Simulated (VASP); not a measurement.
Wanted: the native input for a VASP 6.6.1 run.

| Quantity | Value |
| --- | --- |
| Task | relaxation of the atoms |
| Functional | r2SCAN |
| Potentials or basis | VASP PAW PBE potentials, release 64 (Li_sv, H) |
| Cutoff | 520 eV |
| k mesh | 12 × 12 × 12 |
| Occupations | fermi-dirac, width 0.02 eV |
| Spin | no spin polarisation |
| Dipole correction | no |
| Further INCAR settings | ALGO = Normal; EDIFF = 1e-06; IBRION = 2; EDIFFG = -0.01; NSW = 50 |

LiH:

```xyz
2
Lattice="0.0000 1.9744 1.9744 1.9744 0.0000 1.9744 1.9744 1.9744 0.0000" Properties=species:S:1:pos:R:3 pbc="T T T"
Li    0.0000    0.0000    0.0000
H     1.9744    1.9744    1.9744
```

One way to write it, as run:

POSCAR

```
LiH
1.0
    0.0000000000      1.9744340900      1.9744340900
    1.9744340900      0.0000000000      1.9744340900
    1.9744340900      1.9744340900      0.0000000000
Li H
1 1
Direct
    0.0000000000      0.0000000000      0.0000000000
    0.5000000000      0.5000000000      0.5000000000
```

INCAR.step1

```
SYSTEM = LiH
PREC = Accurate
ENCUT = 520
ISMEAR = -1
SIGMA = 0.02
LREAL = .FALSE.
LASPH = .TRUE.
NELM = 80
GGA = PE
ALGO = Normal
EDIFF = 1E-4
LWAVE = .TRUE.
LCHARG = .FALSE.
```

INCAR.step2

```
SYSTEM = LiH
PREC = Accurate
ENCUT = 520
EDIFF = 1E-6
ISMEAR = -1
SIGMA = 0.02
LREAL = .FALSE.
LASPH = .TRUE.
NELM = 80
ALGO = Normal
ISIF = 2
LWAVE = .FALSE.
LCHARG = .FALSE.
METAGGA = R2SCAN
LMIXTAU = .TRUE.
IBRION = 2
NSW = 50
EDIFFG = -0.01
ISTART = 1
```

KPOINTS

```
Automatic mesh
0
G
  12 12 12
  0 0 0
```

Potentials or basis: VASP PAW PBE potentials, release 64 (Li_sv, H).

The run is started by

```sh
$ cat potpaw_PBE.64/Li_sv/POTCAR potpaw_PBE.64/H/POTCAR > POTCAR
$ cp INCAR.step1 INCAR
$ mpirun -np 1 vasp_std > vasp.out
$ cp INCAR.step2 INCAR
$ mpirun -np 1 vasp_std > vasp.out
```

It gave:

| Property | Result |
| --- | --- |
| Band gap on the k mesh | 3.55 eV, direct |

Caveat: the relaxation stopped at its first step, so nothing moved.

Wall time 21 s on 1 thread of Intel Xeon 6975P-C (shared host), peak memory 0.14 GiB.
